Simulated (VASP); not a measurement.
# Li2Bi (Fd-3m) in VASP: further runs, part 2 of 3

VASP 6.6.1. Earlier steps stand in the parts before.

## Step 3: Single point, PBE

This run uses another cell than the first one, of 21.64 Å³/atom, 1.170 times its volume.

INCAR

```
SYSTEM = Li2Bi
ALGO = Normal
EDIFF = 1E-7
ENCUT = 520
GGA = PE
ISIF = 2
ISMEAR = 0
LASPH = .TRUE.
LCHARG = .FALSE.
LREAL = .FALSE.
LWAVE = .FALSE.
NBANDS = 30
NELM = 80
PREC = Accurate
SIGMA = 0.1
```

KPOINTS

```
k-points
0
G
  4 4 4
  0 0 0
```

POSCAR

```
Li2Bi
1.0
    0.0000000000      4.0187937421      4.0187937421
    4.0187937421      0.0000000000      4.0187937421
    4.0187937421      4.0187937421      0.0000000000
Li Bi
4 2
Direct
    0.6250000000      0.6250000000      0.6250000000
    0.1250000000      0.6250000000      0.6250000000
    0.6250000000      0.6250000000      0.1250000000
    0.6250000000      0.1250000000      0.6250000000
    0.0000000000      0.0000000000      0.0000000000
    0.2500000000      0.2500000000      0.2500000000
```

Potentials or basis: VASP PAW PBE potentials, release 64 (Li_sv, Bi_d).

Started as:

```console
cat potpaw_PBE.64/Li_sv/POTCAR potpaw_PBE.64/Bi_d/POTCAR > POTCAR
mpirun -np 1 vasp_std > vasp.out
```

OUTCAR:

```text
SYSTEM = Li2Bi
   EDIFF = 1E-7
   ENCUT = 520
   GGA = PE
   ISIF = 2
   ISMEAR = 0
   LASPH = .TRUE.
   LREAL = .FALSE.
   NELM = 80
   PREC = Accurate

 ion  position               nearest neighbor table
   1  0.625  0.625  0.625-
   2  0.125  0.625  0.625-
   3  0.625  0.625  0.125-
   4  0.625  0.125  0.625-
   5  0.000  0.000  0.000-   6 3.48   6 3.48   6 3.48   6 3.48
   6  0.250  0.250  0.250-   5 3.48   5 3.48   5 3.48   5 3.48

  LATTYP: Found a face centered cubic cell.
 ALAT       =     8.0375874842

  Lattice vectors:

 A1 = (   0.0000000000,   4.0187937421,   4.0187937421)
 A2 = (   4.0187937421,   0.0000000000,   4.0187937421)
 A3 = (   4.0187937421,   4.0187937421,   0.0000000000)

Analysis of symmetry for initial positions (statically):
=====================================================================
 Subroutine PRICEL returns:
 Original cell was already a primitive cell.

 Routine SETGRP: Setting up the symmetry group for a
 face centered cubic supercell.

 Subroutine GETGRP returns: Found 48 space group operations
 (whereof 24 operations were pure point group operations)
 out of a pool of 48 trial point group operations.

The static configuration has the point symmetry T_d .
 The point group associated with its full space group is O_h .

Analysis of symmetry for dynamics (positions and initial velocities):
=====================================================================
 Subroutine PRICEL returns:
 Original cell was already a primitive cell.

 Routine SETGRP: Setting up the symmetry group for a
 face centered cubic supercell.

 Subroutine GETGRP returns: Found 48 space group operations
 (whereof 24 operations were pure point group operations)
 out of a pool of 48 trial point group operations.

The dynamic configuration has the point symmetry T_d .
 The point group associated with its full space group is O_h .

 Subroutine INISYM returns: Found 48 space group operations
 (whereof 24 operations are pure point group operations),
 and found     1 'primitive' translations

----------------------------------------------------------------------------------------

                                     Primitive cell

  volume of cell :     129.8127

  direct lattice vectors                    reciprocal lattice vectors
     0.000000000  4.018793742  4.018793742    -0.124415442  0.124415442  0.124415442
     4.018793742  0.000000000  4.018793742     0.124415442 -0.124415442  0.124415442
     4.018793742  4.018793742  0.000000000     0.124415442  0.124415442 -0.124415442

  length of vectors
     5.683432614  5.683432614  5.683432614     0.215493867  0.215493867  0.215493867

  position of ions in fractional coordinates (direct lattice)
     0.625000000  0.625000000  0.625000000
     0.125000000  0.625000000  0.625000000
     0.625000000  0.625000000  0.125000000
     0.625000000  0.125000000  0.625000000
     0.000000000  0.000000000  0.000000000
     0.250000000  0.250000000  0.250000000

  ion indices of the primitive-cell ions
   primitive index   ion index
                 1           1
                 2           2
[... 27 lines left out ...]
 ===========================================

 Found      8 irreducible k-points:

 Following reciprocal coordinates:
            Coordinates               Weight
  0.000000  0.000000  0.000000      1.000000
  0.250000  0.000000  0.000000      8.000000
  0.500000  0.000000  0.000000      4.000000
  0.250000  0.250000  0.000000      6.000000
  0.500000  0.250000  0.000000     24.000000
 -0.250000  0.250000  0.000000     12.000000
  0.500000  0.500000  0.000000      3.000000
 -0.250000  0.500000  0.250000      6.000000
   k-points           NKPTS =      8   k-points in BZ     NKDIM =      8   number of bands    NBANDS=     30
   number of dos      NEDOS =    301   number of ions     NIONS =      6
   total plane-waves  NPLWV =  74088
   dimension x,y,z NGX =    42 NGY =   42 NGZ =   42
   dimension x,y,z NGXF=    84 NGYF=   84 NGZF=   84
   ions per type =               4   2
   NGX,Y,Z   is equivalent  to a cutoff of  12.29, 12.29, 12.29 a.u.
   NGXF,Y,Z  is equivalent  to a cutoff of  24.57, 24.57, 24.57 a.u.
 SYSTEM =  Li2Bi
   PREC   = accura    normal or accurate (medium, high low for compatibility)
   ISTART =      0    job   : 0-new  1-cont  2-samecut
   ICHARG =      2    charge: 1-file 2-atom 10-const
   ISPIN  =      1    spin polarized calculation?
   LNONCOLLINEAR =      F non collinear calculations
   LSORBIT =      F    spin-orbit coupling
   LASPH  =      T    aspherical Exc in radial PAW
   ENCUT  =  520.0 eV  38.22 Ry    6.18 a.u.  10.57 10.57 10.57*2*pi/ulx,y,z
   NELM   =     80;   NELMIN=  2; NELMDL= -5     # of ELM steps
   EDIFF  = 0.1E-06   stopping-criterion for ELM
   LREAL  =      F    real-space projection
   EDIFFG = 0.1E-05   stopping-criterion for IOM
   NSW    =      0    number of steps for IOM
   IBRION =     -1    ionic relax: 0-MD 1-quasi-New 2-CG
   NFREE  =      0    steps in history (QN), initial steepest desc. (CG)
   ISIF   =      2    stress and relaxation
   ISYM   =      2    0-nonsym 1-usesym 2-fastsym
   POTIM  = 0.5000    time-step for ionic-motion
   TEBEG  =    0.0;   TEEND  =   0.0 temperature during run
   PSTRESS=    0.0 pullay stress
   NELECT =      42.0000    total number of electrons
   NUPDOWN=      -1.0000    fix difference up-down
   EMIN   =  10.00;   EMAX   =-10.00  energy-range for DOS
   EFERMI =   0.00;   METHOD = LEGACY
   ISMEAR =     0;   SIGMA  =   0.10  broadening in eV -4-tet -1-fermi 0-gaus
   EFERMI_NEDOS =   21; number of points for ismear=-14 and -15
   IALGO  =     38    algorithm
   IMIX   =      4    mixing-type and parameters
     AMIX     =   0.40;   BMIX     =  1.00
     AMIX_MAG =   1.60;   BMIX_MAG =  1.00
  volume/ion in A,a.u.               =      21.64       146.00
  Fermi-wavevector in a.u.,A,eV,Ry     =   1.123877  2.123820 17.185520  1.263100
  Thomas-Fermi vector in A             =   2.260546
   LORBIT       =      0    0 simple, 1 ext, 2 COOP (PROOUT), +10 PAW based schemes
   GGA     = PE    functional components
   LHFCALC =     F    Hartree Fock is set to
   AEXX    =    0.0000 exact exchange contribution
   IVDW    =     0    specifies the selected vdW correction
   LEPSILON=     F    determine dielectric tensor
   LRPA    =     F    only Hartree local field effects (RPA)
 non-spin polarized calculation
 Gauss-broadening in eV      SIGMA  =   0.10
  energy-cutoff  :      520.00
  volume of cell :      129.81
 maximum number of plane-waves:      3512
   NGX = 21   NGY = 21   NGZ = 21

 number of electron      42.0000005 magnetization

 Free energy of the ion-electron system (eV)
  ---------------------------------------------------
  ext. energy  EPLUGINS =         0.00000000
  ---------------------------------------------------
  free energy    TOTEN  =       -16.54904727 eV

  energy without entropy =      -16.50268636  energy(sigma->0) =      -16.52586682

 E-fermi :   4.2359     XC(G=0):  -8.8215

 val. band max:        4.2339626011   @ k =   0.5000   0.2500   0.0000
 cond. band min:       4.2540241029   @ k =   0.5000   0.0000   0.0000
 fundamental gap:      0.0200615018
 Fermi energy:         4.2358967095

 k-point     1 :       0.0000    0.0000    0.0000
  band No.  band energies     occupation
      1     -42.2685      2.00000
      2     -42.2413      2.00000
      3     -42.2413      2.00000
      4     -42.2413      2.00000
      5     -18.1588      2.00000
      6     -18.1588      2.00000
[... 253 lines left out ...]
     29       9.6478      0.00000
     30       9.6478      0.00000

------------------------ aborting loop because EDIFF is reached ----------------------------------------

  FORCE on cell =-STRESS in cart. coord.  units (eV):
  Direction    XX          YY          ZZ          XY          YZ          ZX
  --------------------------------------------------------------------------------------
  -------------------------------------------------------------------------------------
  Total       -0.0362479     -0.0362479     -0.0362479      0.0000000      0.0000000     -0.0000000
  in kB       -0.4473793     -0.4473793     -0.4473793      0.0000000      0.0000000     -0.0000000
  external PRESSURE =      -0.4473793 kB  Pullay stress =       0.0000000 kB

 VOLUME and BASIS-vectors are now :
 -----------------------------------------------------------------------------
  energy-cutoff  :      520.00
  volume of cell :      129.81
      direct lattice vectors                 reciprocal lattice vectors
     0.000000000  4.018793742  4.018793742    -0.124415442  0.124415442  0.124415442
     4.018793742  0.000000000  4.018793742     0.124415442 -0.124415442  0.124415442
     4.018793742  4.018793742  0.000000000     0.124415442  0.124415442 -0.124415442

 POSITION                                       TOTAL-FORCE (eV/Angst)
 -----------------------------------------------------------------------------------
      5.02349      5.02349      5.02349        -0.000000     -0.000000     -0.000000
      5.02349      3.01410      3.01410        -0.000000     -0.000000     -0.000000
      3.01410      3.01410      5.02349        -0.000000      0.000000     -0.000000
      3.01410      5.02349      3.01410        -0.000000      0.000000     -0.000000
      0.00000      0.00000      0.00000        -0.000000     -0.000000     -0.000000
      2.00940      2.00940      2.00940         0.000000      0.000000      0.000000
 -----------------------------------------------------------------------------------
    total drift:                               -0.000000     -0.000000      0.000000

  FREE ENERGIE OF THE ION-ELECTRON SYSTEM (eV)
  ---------------------------------------------------
  free  energy   TOTEN  =       -16.5490472747 eV

  energy  without entropy=      -16.5026863640  energy(sigma->0) =      -16.52586682
```

stdout:

```text
POSCAR found type information on POSCAR LiBi
 POSCAR found :  2 types and       6 ions
 scaLAPACK will be used
 LDA part: xc-table for (Slater+PW92), standard interpolation
 POSCAR, INCAR and KPOINTS ok, starting setup
 FFT: planning ... GRIDC
 FFT: planning ... GRID_SOFT
 FFT: planning ... GRID
 WAVECAR not read
 entering main loop
```

Wall time 19 s (1 thread of Intel Xeon 6975P-C (Granite Rapids), shared host); peak memory 0.25 GiB.

Results:

| Property | Result |
| --- | --- |
| Free energy | -16.5490 eV |
| Band gap on the k mesh | zero (band 21 reaches 6.00 eV, above the bottom of band 22 at 3.10 eV) |

Levels at points of the mesh, in eV from the Fermi level:
```
           k point  band 19  band 20  band 21  band 22  band 23  band 24
(0.00, 0.00, 0.00)    -1.63    -1.13    -1.13    -1.13    -0.13     0.69
(0.50, 0.00, 0.00)    -2.58    -0.11    -0.11     0.02     1.20     2.40
(0.50, 0.50, 0.00)    -2.18    -2.18     1.76     1.76     2.17     2.17
```

Caveat: the cutoff is under 1.25 times the usual one of these potentials, so pressure, stress and relaxed cells hold a basis-set (Pulay) error; spin-orbit coupling is left out, which moves the levels of the heavy elements.

## Step 4: Relaxation of cell and atoms, PBE

INCAR

```
  PREC = Accurate
  ENCUT = 600
  EDIFF = 1E-6
  ISMEAR = 0
  SIGMA = 0.1
  LREAL = F
  LASPH = T
  NELM = 80
  ALGO = Normal
  ISIF = 3
  LWAVE = F
  LCHARG = F
  GGA = PE
  IBRION = 2
  NSW = 90
  EDIFFG = -0.04
```

KPOINTS

```
regular mesh
0
Gamma
  4 4 4
```

Edit POSCAR of step 3 so:

```diff
@@ -2,5 +2,5 @@
 1.0
-    0.0000000000      4.0187937421      4.0187937421
-    4.0187937421      0.0000000000      4.0187937421
-    4.0187937421      4.0187937421      0.0000000000
+    0.0000000000      3.8139552711      3.8139552711
+    3.8139552711      0.0000000000      3.8139552711
+    3.8139552711      3.8139552711      0.0000000000
 Li Bi
```

Potentials or basis: VASP PAW PBE potentials, release 64 (Li_sv, Bi_d).

Started as:

```console
cat potpaw_PBE.64/Li_sv/POTCAR potpaw_PBE.64/Bi_d/POTCAR > POTCAR
mpirun -np 1 vasp_std > vasp.out
```

OUTCAR:

```text
PREC = Accurate
   ENCUT = 600
   EDIFF = 1E-6
   ISMEAR = 0
   LREAL = F
   LASPH = T
   NELM = 80
   ISIF = 3
   GGA = PE
   IBRION = 2
   NSW = 90
   EDIFFG = -0.04

 ion  position               nearest neighbor table
   1  0.625  0.625  0.625-   6 3.16   5 3.16   6 3.16   6 3.16   5 3.16   5 3.16
   2  0.125  0.625  0.625-   6 3.16   6 3.16   5 3.16   5 3.16   5 3.16   6 3.16
   3  0.625  0.625  0.125-   6 3.16   6 3.16   5 3.16   5 3.16   5 3.16   6 3.16
   4  0.625  0.125  0.625-   6 3.16   6 3.16   5 3.16   5 3.16   5 3.16   6 3.16
   5  0.000  0.000  0.000-   3 3.16   4 3.16   2 3.16   3 3.16   1 3.16   2 3.16   4 3.16   1 3.16
                             1 3.16   2 3.16   3 3.16   4 3.16   6 3.30   6 3.30   6 3.30   6 3.30
   6  0.250  0.250  0.250-   1 3.16   2 3.16   4 3.16   2 3.16   3 3.16   3 3.16   4 3.16   2 3.16
                             3 3.16   1 3.16   4 3.16   1 3.16   5 3.30   5 3.30   5 3.30   5 3.30
[... 186 lines left out ...]
  -------------------------------------------------------------------------------------
  Total        3.6912224      3.6912224      3.6912224     -0.0000000     -0.0000000      0.0000000
  in kB       53.2996084     53.2996084     53.2996084     -0.0000000     -0.0000000      0.0000000
  external PRESSURE =      53.2996084 kB  Pullay stress =       0.0000000 kB
[... 107 lines left out ...]
--------------------------------------- Ionic step        4  -------------------------------------------

 number of electron      41.9999982 magnetization

 Free energy of the ion-electron system (eV)
  ---------------------------------------------------
  ext. energy  EPLUGINS =         0.00000000
  ---------------------------------------------------
  free energy    TOTEN  =       -16.53652101 eV

  energy without entropy =      -16.49016291  energy(sigma->0) =      -16.51334196

 E-fermi :   4.2368     XC(G=0):  -8.8222

 val. band max:        4.2349148787   @ k =   0.5000   0.2500   0.0000
 cond. band min:       4.2548808659   @ k =   0.5000   0.0000   0.0000
 fundamental gap:      0.0199659872
 Fermi energy:         4.2368398903

 k-point     1 :       0.0000    0.0000    0.0000
  band No.  band energies     occupation
      1     -42.2662      2.00000
      2     -42.2388      2.00000
      3     -42.2388      2.00000
      4     -42.2388      2.00000
      5     -18.1579      2.00000
      6     -18.1579      2.00000
[... 246 lines left out ...]
  FREE ENERGIE OF THE ION-ELECTRON SYSTEM (eV)
  ---------------------------------------------------
  free  energy   TOTEN  =       -16.5365210077 eV

  energy  without entropy=      -16.4901629087  energy(sigma->0) =      -16.51334196

 reached required accuracy - stopping structural energy minimisation
```

OSZICAR:

```text
N       E                     dE             d eps       ncg     rms          rms(c)
DAV:   1     0.405825323886E+03    0.40583E+03   -0.22657E+04   400   0.211E+03
DAV:   2     0.317486714002E+02   -0.37408E+03   -0.37098E+03   401   0.531E+02
DAV:   3    -0.115007245434E+02   -0.43249E+02   -0.42901E+02   634   0.163E+02
[... 39 lines left out ...]
DAV:   5    -0.165364563514E+02   -0.62643E-03   -0.40951E-03   609   0.343E-01    0.392E-02
DAV:   6    -0.165365122773E+02   -0.55926E-04   -0.37465E-04   571   0.111E-01    0.203E-02
DAV:   7    -0.165365188476E+02   -0.65703E-05   -0.62554E-05   483   0.657E-02    0.461E-03
DAV:   8    -0.165365202534E+02   -0.14058E-05   -0.67627E-06   397   0.191E-02    0.143E-03
DAV:   9    -0.165365210077E+02   -0.75434E-06   -0.43292E-07   203   0.545E-03
   4 F= -.16536521E+02 E0= -.16513342E+02  d E =-.281216E+00
```

CONTCAR:

```text
Li2Bi
   1.00000000000000
    -0.0000000000000000    4.0185835023907739    4.0185835023907739
     4.0185835023907739   -0.0000000000000000    4.0185835023907739
     4.0185835023907739    4.0185835023907739   -0.0000000000000000
  Li              Bi
     4     2
Direct
     0.6250000000000000    0.6250000000000000    0.6250000000000000
     0.1250000000000000    0.6250000000000000    0.6250000000000000
     0.6250000000000000    0.6250000000000000    0.1250000000000000
     0.6250000000000000    0.1250000000000000    0.6250000000000000
     0.0000000000000000    0.0000000000000000    0.0000000000000000
     0.2500000000000000    0.2500000000000000    0.2500000000000000

  0.00000000E+00  0.00000000E+00  0.00000000E+00
  0.00000000E+00  0.00000000E+00  0.00000000E+00
  0.00000000E+00  0.00000000E+00  0.00000000E+00
  0.00000000E+00  0.00000000E+00  0.00000000E+00
  0.00000000E+00  0.00000000E+00  0.00000000E+00
  0.00000000E+00  0.00000000E+00  0.00000000E+00
```

Run time: 60 s. Hardware: 1 thread of Intel Xeon 6975P-C (Granite Rapids), shared host; peak memory 0.34 GiB.

Results:

```yaml
Free_energy: -16.5365 eV
Relaxed_volume: 21.63 Å³/atom
Relaxed_cell: a = 5.683 Å, b = 5.683 Å, c = 5.683 Å, α = 60.00°, β = 60.00°, γ = 60.00°
Space_group_after_relaxing_to_0.05_Å: Fd-3m (No. 227)
Energy_gained_by_relaxing: 46.9 meV/atom
Ionic_steps: 4
Pressure_after_relaxing: 0.0 GPa
Band_gap_on_the_k_mesh: zero (band 21 reaches 6.00 eV, above the bottom of band 22 at 3.10 eV)
```

The path:
| step | energy change (eV) | largest force (eV/Å) | pressure (GPa) | volume (Å³) |
| --- | --- | --- | --- | --- |
| 1 | 0.0000 | 0.0000 | 5.33 | 110.96 |
| 2 | -0.2277 | 0.0000 | 2.06 | 121.13 |
| 3 | -0.2602 | 0.0000 | -1.16 | 135.42 |
| 4 | -0.2812 | 0.0000 | -0.02 | 129.79 |

Final structure:
```cif
data_structure
_symmetry_space_group_name_H-M 'P 1'
_symmetry_Int_Tables_number 1
_cell_length_a 5.6831
_cell_length_b 5.6831
_cell_length_c 5.6831
_cell_angle_alpha 60.000
_cell_angle_beta 60.000
_cell_angle_gamma 60.000
_cell_volume 129.79
loop_
_atom_site_label
_atom_site_type_symbol
_atom_site_fract_x
_atom_site_fract_y
_atom_site_fract_z
_atom_site_occupancy
Li1 Li 0.62500 0.62500 0.62500 1
Li2 Li 0.12500 0.62500 0.62500 1
Li3 Li 0.62500 0.62500 0.12500 1
Li4 Li 0.62500 0.12500 0.62500 1
Bi1 Bi 0.00000 0.00000 0.00000 1
Bi2 Bi 0.25000 0.25000 0.25000 1
```

Caveat: the cutoff is under 1.25 times the usual one of these potentials, so pressure, stress and relaxed cells hold a basis-set (Pulay) error; the volume moved by over 15 % at a fixed basis, so the end points are rough; spin-orbit coupling is left out, which moves the levels of the heavy elements.

## Step 5: Single point, PBE

This run uses another cell than the first one, of 21.32 Å³/atom, 1.153 times its volume.

INCAR

```
SYSTEM = Li2Bi
ALGO = Normal ; EDIFF = 1E-6
ENCUT = 520 ; GGA = PE
ISIF = 2 ; ISMEAR = 0
LASPH = .TRUE. ; LCHARG = .TRUE.
LELF = .TRUE. ; LREAL = .FALSE.
LVHAR = .TRUE. ; LWAVE = .FALSE.
NBANDS = 30 ; NELM = 100
PREC = Accurate ; SIGMA = 0.1
```

KPOINTS

```
k-points
0
G
  8 8 8
  0 0 0
```

POSCAR

```
Li2Bi
1.0
    0.0000000000      3.9993831350      3.9993831350
    3.9993831350      0.0000000000      3.9993831350
    3.9993831350      3.9993831350      0.0000000000
Li Bi
4 2
Direct
    0.1250000000      0.1250000000      0.1250000000
    0.6250000000      0.1250000000      0.1250000000
    0.1250000000      0.1250000000      0.6250000000
    0.1250000000      0.6250000000      0.1250000000
    0.5000000000      0.5000000000      0.5000000000
    0.7500000000      0.7500000000      0.7500000000
```

Started as:

```console
cat potpaw_PBE.64/Li_sv/POTCAR potpaw_PBE.64/Bi_d/POTCAR > POTCAR
mpirun -np 1 vasp_std > vasp.out
```

It took 50 s on 1 thread of Intel Xeon 6975P-C (Granite Rapids), shared host; peak memory 0.29 GiB.

The run converged. Its results:

| Quantity | Value |
| --- | --- |
| Free energy | -16.6218 eV |
| Band gap on the k mesh | zero (band 21 reaches 6.15 eV, above the bottom of band 22 at 3.17 eV) |

Levels at points of the mesh, in eV from the Fermi level:
| k point | band 17 | band 18 | band 19 | band 20 | band 21 | band 22 | band 23 | band 24 | band 25 | band 26 |
| --- | --- | --- | --- | --- | --- | --- | --- | --- | --- | --- |
| (0.00, 0.00, 0.00) | -1.86 | -1.86 | -1.86 | -1.33 | -1.33 | -1.33 | -0.22 | 0.59 | 2.57 | 2.57 |
| (0.50, 0.00, 0.00) | -3.58 | -2.82 | -2.82 | -0.30 | -0.30 | -0.10 | 1.07 | 2.29 | 3.88 | 3.88 |
| (0.50, 0.50, 0.00) | -3.53 | -3.53 | -2.35 | -2.35 | 1.65 | 1.65 | 2.01 | 2.01 | 4.69 | 4.69 |

Caveat: the cutoff is under 1.25 times the usual one of these potentials, so pressure, stress and relaxed cells hold a basis-set (Pulay) error; spin-orbit coupling is left out, which moves the levels of the heavy elements.

[end of part 2 of 3]
